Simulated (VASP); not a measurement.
# Na3BiAu (Pm-3m) in VASP: a series of runs

Na3BiAu is run at these levels: PBE; tasks: single point, relaxation of cell and atoms.

Program: VASP 6.6.1. These are calculated values, not measurements. Logs are shortened: lines on timing, memory, paths and dates and some standing lists are left out, and cuts for length are marked.

### Step 1. The cell of the first run

Symmetry: Pm-3m, No. 221, cubic system. The conventional cell has a = 5.482 Å, b = 5.482 Å, c = 5.482 Å, α = 90.00°, β = 90.00°, γ = 90.00°. Within 3.6 Å of Na (site symmetry 4/mmm) lie 2 Au at 2.74 Å. Within 5.1 Å of Bi (site symmetry m-3m) lie 12 Na at 3.88 Å and 8 Au at 4.75 Å. Au (site symmetry m-3m) has 6 Na at 2.74 Å within 3.6 Å.

The cell was built from a structure type or drawn by symmetry, and may not be a known phase.

### Step 2. Single point, PBE

Contents of INCAR:

```
SYSTEM = Na3BiAu
PREC = Accurate
ENCUT = 520
EDIFF = 1E-6
ISMEAR = 0
SIGMA = 0.1
LREAL = .FALSE.
LASPH = .TRUE.
NELM = 100
ALGO = Normal
ISIF = 2
LWAVE = .FALSE.
LCHARG = .TRUE.
GGA = PE
LELF = .TRUE.
LVHAR = .TRUE.
NBANDS = 32
```

Contents of KPOINTS:

```
regular mesh
0
G
  8 8 8
  0 0 0
```

Contents of POSCAR:

```
Na3BiAu
1.0
    5.4815025061      0.0000000000      0.0000000000
    0.0000000000      5.4815025061      0.0000000000
    0.0000000000      0.0000000000      5.4815025061
Na Bi Au
3 1 1
Direct
    0.5000000000      0.0000000000      0.0000000000
    0.0000000000      0.5000000000      0.0000000000
    0.0000000000      0.0000000000      0.5000000000
    0.5000000000      0.5000000000      0.5000000000
    0.0000000000      0.0000000000      0.0000000000
```

Potentials or basis: VASP PAW PBE potentials, release 64 (Na_pv, Bi_d, Au).

The run is started by

```bash
> cat potpaw_PBE.64/Na_pv/POTCAR potpaw_PBE.64/Bi_d/POTCAR potpaw_PBE.64/Au/POTCAR > POTCAR
> mpirun -np 1 vasp_std > vasp.out
```

OUTCAR:

```text
SYSTEM = Na3BiAu
   PREC = Accurate
   ENCUT = 520
   EDIFF = 1E-6
   ISMEAR = 0
   LREAL = .FALSE.
   LASPH = .TRUE.
   NELM = 100
   ISIF = 2
   GGA = PE

 ion  position               nearest neighbor table
   1  0.500  0.000  0.000-   5 2.74   5 2.74
   2  0.000  0.500  0.000-   5 2.74   5 2.74
   3  0.000  0.000  0.500-   5 2.74   5 2.74
   4  0.500  0.500  0.500-
   5  0.000  0.000  0.000-   1 2.74   2 2.74   3 2.74   3 2.74   2 2.74   1 2.74

  LATTYP: Found a simple cubic cell.
 ALAT       =     5.4815025061

  Lattice vectors:

 A1 = (   5.4815025061,   0.0000000000,   0.0000000000)
 A2 = (   0.0000000000,   5.4815025061,   0.0000000000)
 A3 = (   0.0000000000,   0.0000000000,   5.4815025061)

Analysis of symmetry for initial positions (statically):
=====================================================================
 Subroutine PRICEL returns:
 Original cell was already a primitive cell.

 Routine SETGRP: Setting up the symmetry group for a
 simple cubic supercell.

 Subroutine GETGRP returns: Found 48 space group operations
 (whereof 48 operations were pure point group operations)
 out of a pool of 48 trial point group operations.

The static configuration has the point symmetry O_h .

Analysis of symmetry for dynamics (positions and initial velocities):
=====================================================================
 Subroutine PRICEL returns:
 Original cell was already a primitive cell.

 Routine SETGRP: Setting up the symmetry group for a
 simple cubic supercell.

 Subroutine GETGRP returns: Found 48 space group operations
 (whereof 48 operations were pure point group operations)
 out of a pool of 48 trial point group operations.

The dynamic configuration has the point symmetry O_h .

 Subroutine INISYM returns: Found 48 space group operations
 (whereof 48 operations are pure point group operations),
 and found     1 'primitive' translations

----------------------------------------------------------------------------------------

                                     Primitive cell

  volume of cell :     164.7020

  direct lattice vectors                    reciprocal lattice vectors
     5.481502506  0.000000000  0.000000000     0.182431733  0.000000000  0.000000000
     0.000000000  5.481502506  0.000000000     0.000000000  0.182431733  0.000000000
     0.000000000  0.000000000  5.481502506     0.000000000  0.000000000  0.182431733

  length of vectors
     5.481502506  5.481502506  5.481502506     0.182431733  0.182431733  0.182431733

  position of ions in fractional coordinates (direct lattice)
     0.500000000  0.000000000  0.000000000
     0.000000000  0.500000000  0.000000000
     0.000000000  0.000000000  0.500000000
     0.500000000  0.500000000  0.500000000
     0.000000000  0.000000000  0.000000000

  ion indices of the primitive-cell ions
   primitive index   ion index
                 1           1
                 2           2
                 3           3
                 4           4
                 5           5

----------------------------------------------------------------------------------------

 KPOINTS: regular mesh

Automatic generation of k-mesh.
 Grid dimensions read from file:
 generate k-points for:    8    8    8

 Generating k-lattice:

  Cartesian coordinates                     Fractional coordinates (reciprocal lattice)
     0.022803967  0.000000000  0.000000000     0.125000000  0.000000000  0.000000000
     0.000000000  0.022803967  0.000000000     0.000000000  0.125000000  0.000000000
     0.000000000  0.000000000  0.022803967     0.000000000  0.000000000  0.125000000

  Length of vectors
     0.022803967  0.022803967  0.022803967

  Shift w.r.t. Gamma in fractional coordinates (k-lattice)
     0.000000000  0.000000000  0.000000000

 Subroutine IBZKPT returns following result:
 ===========================================

 Found     35 irreducible k-points:

 Following reciprocal coordinates:
            Coordinates               Weight
  0.000000  0.000000  0.000000      1.000000
  0.125000  0.000000  0.000000      6.000000
  0.250000  0.000000  0.000000      6.000000
  0.375000  0.000000  0.000000      6.000000
  0.500000  0.000000  0.000000      3.000000
  0.125000  0.125000  0.000000     12.000000
[... 16 lines left out ...]
  0.375000  0.375000  0.125000     24.000000
  0.500000  0.375000  0.125000     24.000000
 [... further k-points ...]
   k-points           NKPTS =     35   k-points in BZ     NKDIM =     35   number of bands    NBANDS=     32
   number of dos      NEDOS =    301   number of ions     NIONS =      5
   total plane-waves  NPLWV =  74088
   dimension x,y,z NGX =    42 NGY =   42 NGZ =   42
   dimension x,y,z NGXF=    84 NGYF=   84 NGZF=   84
   ions per type =               3   1   1
   NGX,Y,Z   is equivalent  to a cutoff of  12.74, 12.74, 12.74 a.u.
   NGXF,Y,Z  is equivalent  to a cutoff of  25.48, 25.48, 25.48 a.u.
 SYSTEM =  Na3BiAu
   PREC   = accura    normal or accurate (medium, high low for compatibility)
   ISTART =      0    job   : 0-new  1-cont  2-samecut
   ICHARG =      2    charge: 1-file 2-atom 10-const
   ISPIN  =      1    spin polarized calculation?
   LNONCOLLINEAR =      F non collinear calculations
   LSORBIT =      F    spin-orbit coupling
   LASPH  =      T    aspherical Exc in radial PAW
   ENCUT  =  520.0 eV  38.22 Ry    6.18 a.u.  10.19 10.19 10.19*2*pi/ulx,y,z
   NELM   =    100;   NELMIN=  2; NELMDL= -5     # of ELM steps
   EDIFF  = 0.1E-05   stopping-criterion for ELM
   LREAL  =      F    real-space projection
   EDIFFG = 0.1E-04   stopping-criterion for IOM
   NSW    =      0    number of steps for IOM
   IBRION =     -1    ionic relax: 0-MD 1-quasi-New 2-CG
   NFREE  =      0    steps in history (QN), initial steepest desc. (CG)
   ISIF   =      2    stress and relaxation
   ISYM   =      2    0-nonsym 1-usesym 2-fastsym
   POTIM  = 0.5000    time-step for ionic-motion
   TEBEG  =    0.0;   TEEND  =   0.0 temperature during run
   PSTRESS=    0.0 pullay stress
   NELECT =      47.0000    total number of electrons
   NUPDOWN=      -1.0000    fix difference up-down
   EMIN   =  10.00;   EMAX   =-10.00  energy-range for DOS
   EFERMI =   0.00;   METHOD = LEGACY
   ISMEAR =     0;   SIGMA  =   0.10  broadening in eV -4-tet -1-fermi 0-gaus
   EFERMI_NEDOS =   21; number of points for ismear=-14 and -15
   IALGO  =     38    algorithm
   IMIX   =      4    mixing-type and parameters
     AMIX     =   0.40;   BMIX     =  1.00
     AMIX_MAG =   1.60;   BMIX_MAG =  1.00
  volume/ion in A,a.u.               =      32.94       222.29
  Fermi-wavevector in a.u.,A,eV,Ry     =   1.077807  2.036761 15.805464  1.161669
  Thomas-Fermi vector in A             =   2.213729
   LORBIT       =      0    0 simple, 1 ext, 2 COOP (PROOUT), +10 PAW based schemes
   GGA     = PE    functional components
   LHFCALC =     F    Hartree Fock is set to
   AEXX    =    0.0000 exact exchange contribution
   IVDW    =     0    specifies the selected vdW correction
   LEPSILON=     F    determine dielectric tensor
   LRPA    =     F    only Hartree local field effects (RPA)
 non-spin polarized calculation
 Gauss-broadening in eV      SIGMA  =   0.10
  energy-cutoff  :      520.00
  volume of cell :      164.70
 maximum number of plane-waves:      4468
 NGX is ok and might be reduce to    42
   NGX = 21   NGY = 21   NGZ = 21

 number of electron      47.0000044 magnetization

 Free energy of the ion-electron system (eV)
  ---------------------------------------------------
  ext. energy  EPLUGINS =         0.00000000
  ---------------------------------------------------
  free energy    TOTEN  =       -11.41844910 eV

  energy without entropy =      -11.39269310  energy(sigma->0) =      -11.40557110

 E-fermi :   1.5531     XC(G=0):  -7.7519

 val. band max:        1.5450800116   @ k =   0.3750   0.3750   0.1250
 cond. band min:       1.5612605347   @ k =   0.5000   0.1250   0.1250
 fundamental gap:      0.0161805230
 Fermi energy:         1.5530945863

 k-point     1 :       0.0000    0.0000    0.0000
  band No.  band energies     occupation
      1     -22.4057      2.00000
      2     -22.4057      2.00000
      3     -22.4057      2.00000
      4     -22.3822      2.00000
      5     -22.3822      2.00000
      6     -22.3822      2.00000
[... 24 lines left out ...]
     31       8.6493      0.00000
     32       8.6493      0.00000

 k-point     2 :       0.1250    0.0000    0.0000
  band No.  band energies     occupation
      1     -22.4061      2.00000
      2     -22.4055      2.00000
      3     -22.4055      2.00000
      4     -22.3824      2.00000
      5     -22.3824      2.00000
      6     -22.3823      2.00000
[... 24 lines left out ...]
     31       8.2543      0.00000
     32       8.2543      0.00000

 k-point     3 :       0.2500    0.0000    0.0000
  band No.  band energies     occupation
      1     -22.4069      2.00000
      2     -22.4049      2.00000
      3     -22.4049      2.00000
      4     -22.3832      2.00000
      5     -22.3828      2.00000
      6     -22.3828      2.00000
[... 24 lines left out ...]
     31       7.8820      0.00000
     32       8.1563      0.00000

 k-point     4 :       0.3750    0.0000    0.0000
  band No.  band energies     occupation
      1     -22.4079      2.00000
      2     -22.4042      2.00000
      3     -22.4042      2.00000
      4     -22.3846      2.00000
      5     -22.3834      2.00000
      6     -22.3834      2.00000
[... 654 lines left out ...]
     31       8.1357      0.00000
     32       8.2448      0.00000

 k-point    23 :       0.3750    0.3750    0.1250
  band No.  band energies     occupation
      1     -22.4159      2.00000
      2     -22.4021      2.00000
      3     -22.4007      2.00000
      4     -22.3901      2.00000
      5     -22.3861      2.00000
      6     -22.3860      2.00000
[... 24 lines left out ...]
     31       7.4501      0.00000
     32       8.3488      0.00000

 k-point    24 :       0.5000    0.3750    0.1250
  band No.  band energies     occupation
      1     -22.4168      2.00000
      2     -22.4019      2.00000
      3     -22.4004      2.00000
      4     -22.3906      2.00000
      5     -22.3865      2.00000
      6     -22.3861      2.00000
[... 24 lines left out ...]
     31       7.6103      0.00000
     32       8.2389      0.00000

 [... further k-points ...]

------------------------ aborting loop because EDIFF is reached ----------------------------------------

  FORCE on cell =-STRESS in cart. coord.  units (eV):
  Direction    XX          YY          ZZ          XY          YZ          ZX
  --------------------------------------------------------------------------------------
  -------------------------------------------------------------------------------------
  Total        0.0354208      0.0354208      0.0354208      0.0000000      0.0000000     -0.0000000
  in kB        0.3445637      0.3445637      0.3445637      0.0000000      0.0000000     -0.0000000
  external PRESSURE =       0.3445637 kB  Pullay stress =       0.0000000 kB

 VOLUME and BASIS-vectors are now :
 -----------------------------------------------------------------------------
  energy-cutoff  :      520.00
  volume of cell :      164.70
      direct lattice vectors                 reciprocal lattice vectors
     5.481502506  0.000000000  0.000000000     0.182431733  0.000000000  0.000000000
     0.000000000  5.481502506  0.000000000     0.000000000  0.182431733  0.000000000
     0.000000000  0.000000000  5.481502506     0.000000000  0.000000000  0.182431733

 POSITION                                       TOTAL-FORCE (eV/Angst)
 -----------------------------------------------------------------------------------
      2.74075      0.00000      0.00000         0.000000      0.000000      0.000000
      0.00000      2.74075      0.00000         0.000000      0.000000      0.000000
      0.00000      0.00000      2.74075         0.000000      0.000000      0.000000
      2.74075      2.74075      2.74075         0.000000      0.000000      0.000000
      0.00000      0.00000      0.00000         0.000000      0.000000      0.000000
 -----------------------------------------------------------------------------------
    total drift:                                0.000000      0.000000     -0.000000

  FREE ENERGIE OF THE ION-ELECTRON SYSTEM (eV)
  ---------------------------------------------------
  free  energy   TOTEN  =       -11.4184491034 eV

  energy  without entropy=      -11.3926930961  energy(sigma->0) =      -11.40557110
```

Run time: 2.8 min. Hardware: 1 thread of Intel Xeon Platinum 8259CL at 2.50GHz (Skylake/Cascade Lake), shared host; peak memory 0.37 GiB.

What came out:

```
Free energy            : -11.4184 eV
Pressure               : 0.0 GPa
Band gap on the k mesh : zero (an odd number of electrons rules out a gap without spin polarisation)
```

Levels at points of the mesh, in eV from the Fermi level:
```tsv
k point	band 21	band 22	band 23	band 24	band 25	band 26	band 27	band 28
(0.00, 0.00, 0.00)	-3.48	-0.24	-0.24	-0.24	3.38	3.38	3.48	3.48
(0.50, 0.00, 0.00)	-3.40	-0.20	0.19	0.19	0.42	2.49	2.49	3.86
(0.50, 0.50, 0.00)	-2.99	-1.46	-1.46	0.29	2.86	2.86	3.08	3.20
(0.50, 0.50, 0.50)	-2.68	-0.70	-0.70	-0.70	0.89	0.89	0.89	6.81
```

Caveat: spin-orbit coupling is left out, which moves the levels of the heavy elements.

### Step 3. Relaxation of cell and atoms, PBE

Contents of INCAR:

```
ALGO     = Normal         # electronic algorithm
EDIFF    = 1E-7           # SCF threshold, eV
EDIFFG   = -0.01          # ionic threshold
ENCUT    = 600            # plane-wave cutoff, eV
GGA      = PE             # functional
IBRION   = 2              # ionic algorithm
ISIF     = 3              # what is computed and relaxed
ISMEAR   = 0              # smearing method
LASPH    = T              # aspherical terms in the spheres
LCHARG   = F              # write CHGCAR
LREAL    = F              # projectors in reciprocal space
LWAVE    = F              # write WAVECAR
NELM     = 100            # most SCF steps
NSW      = 100            # ionic steps
PREC     = Accurate       # precision mode
SIGMA    = 0.1            # smearing width, eV
```

Contents of KPOINTS:

```
k-points
0
Gamma
  8 8 8
```

POSCAR, as its differences from that of step 2:

```diff
@@ -2,5 +2,5 @@
 1.0
-    5.4815025061      0.0000000000      0.0000000000
-    0.0000000000      5.4815025061      0.0000000000
-    0.0000000000      0.0000000000      5.4815025061
+    5.4779775720      0.0000000000      0.0000000000
+    0.0000000000      5.4779775720      0.0000000000
+    0.0000000000      0.0000000000      5.4779775720
 Na Bi Au
```

Potentials or basis: VASP PAW PBE potentials, release 64 (Na_pv, Bi_d, Au).

The run is started by

```bash
> cat potpaw_PBE.64/Na_pv/POTCAR potpaw_PBE.64/Bi_d/POTCAR potpaw_PBE.64/Au/POTCAR > POTCAR
> mpirun -np 1 vasp_std > vasp.out
```

Wall time 5.6 min (1 thread of Intel Xeon Platinum 8259CL at 2.50GHz (Skylake/Cascade Lake), shared host); peak memory 0.47 GiB.

The run converged. Its results:

```
Free energy                           : -11.4184 eV
Relaxed volume                        : 32.96 Å³/atom
Relaxed cell                          : a = 5.483 Å, b = 5.483 Å, c = 5.483 Å, α = 90.00°, β = 90.00°, γ = 90.00°
Space group after relaxing (to 0.1 Å) : Pm-3m (No. 221)
Energy gained by relaxing             : 0.0 meV/atom
Ionic steps                           : 2
Pressure after relaxing               : 0.0 GPa
Band gap on the k mesh                : zero (an odd number of electrons rules out a gap without spin polarisation)
```

Step by step:
```
step  energy change (eV)  largest force (eV/Å)  pressure (GPa)  volume (Å³)
   1              0.0000                0.0000            0.09       164.38
   2             -0.0002                0.0000            0.04       164.82
```

Final structure:
```
Na Bi Au
1.0
     5.48280    0.00000    0.00000
     0.00000    5.48280    0.00000
     0.00000    0.00000    5.48280
Na Bi Au
3 1 1
Direct
  0.50000 0.00000 0.00000
  0.00000 0.50000 0.00000
  0.00000 0.00000 0.50000
  0.50000 0.50000 0.50000
  0.00000 0.00000 0.00000
```

Levels at points of the mesh, in eV from the Fermi level:
```tsv
k point	band 21	band 22	band 23	band 24	band 25	band 26	band 27	band 28
(0.00, 0.00, 0.00)	-3.48	-0.24	-0.24	-0.24	3.38	3.38	3.48	3.48
(0.50, 0.00, 0.00)	-3.40	-0.20	0.19	0.19	0.42	2.49	2.49	3.86
(0.50, 0.50, 0.00)	-2.99	-1.46	-1.46	0.29	2.86	2.86	3.07	3.20
(0.50, 0.50, 0.50)	-2.68	-0.70	-0.70	-0.70	0.89	0.89	0.89	6.80
```

Caveat: spin-orbit coupling is left out, which moves the levels of the heavy elements.
